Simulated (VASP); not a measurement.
Input of a VASP 6.6.1 run:

INCAR

```
SYSTEM = Sn2Ir
  PREC = Accurate
  ENCUT = 520
  EDIFF = 1E-8
  ISMEAR = -1
  SIGMA = 0.03
  LREAL = .False.
  LASPH = .True.
  NELM = 80
  ALGO = Normal
  ISIF = 2
  LWAVE = .False.
  LCHARG = .False.
  GGA = CA
  LEFG = .True.
  NBANDS = 26
```

File KPOINTS:

```
Automatic mesh
0
Gamma
  10 10 10
  0 0 0
```

File POSCAR:

```
Sn2Ir
1.0
    0.0000000000      3.1261704254      3.1261704254
    3.1261704254      0.0000000000      3.1261704254
    3.1261704254      3.1261704254      0.0000000000
Sn Ir
2 1
Direct
    0.2500000000      0.2500000000      0.2500000000
    0.7500000000      0.7500000000      0.7500000000
    0.0000000000      0.0000000000      0.0000000000
```

Potentials or basis: VASP PAW LDA potentials, release 64 (Sn_d, Ir).

Launch:

```console
$ cat potpaw_LDA.64/Sn_d/POTCAR potpaw_LDA.64/Ir/POTCAR > POTCAR
$ mpirun -np 1 vasp_std > vasp.out
```

(1) What does it give for the band gap on the k mesh?

(2) Predict the pressure.

Answers

(1) zero (an odd number of electrons rules out a gap without spin polarisation).

(2) 4.0 GPa.

Caveat: the cell stands under pressure; spin-orbit coupling is left out, which moves the levels of the heavy elements.
